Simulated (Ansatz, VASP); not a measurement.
## Rb in VASP and in Ansatz

```
Rb
1.0
    -2.86772    2.86772    2.86772
     2.86772   -2.86772    2.86772
     2.86772    2.86772   -2.86772
Rb
1
Direct
  0.00000 0.00000 0.00000
```

Alike in both runs: task single point; functional r2SCAN; k mesh 13 × 13 × 13; occupations fermi-dirac, width 0.1 eV; no spin polarisation.

|  | VASP | Ansatz |
| --- | --- | --- |
| version | VASP 6.6.1 | Ansatz 0.2.0 |
| potentials or method | VASP PAW PBE potentials, release 64 (Rb_sv), cutoff 520 eV | plane waves (500 eV) with PAW, scalar-relativistic |
| valence electrons in the cell | 9 | 9 |

|  | VASP | Ansatz | Ansatz less VASP |
| --- | --- | --- | --- |
| pressure (GPa) | 0.0 | 0.0 | -0.01 |

VASP's potentials were made for PBE, not for r2SCAN. With one functional, cell and mesh, what is left measures potentials, basis and numerics.
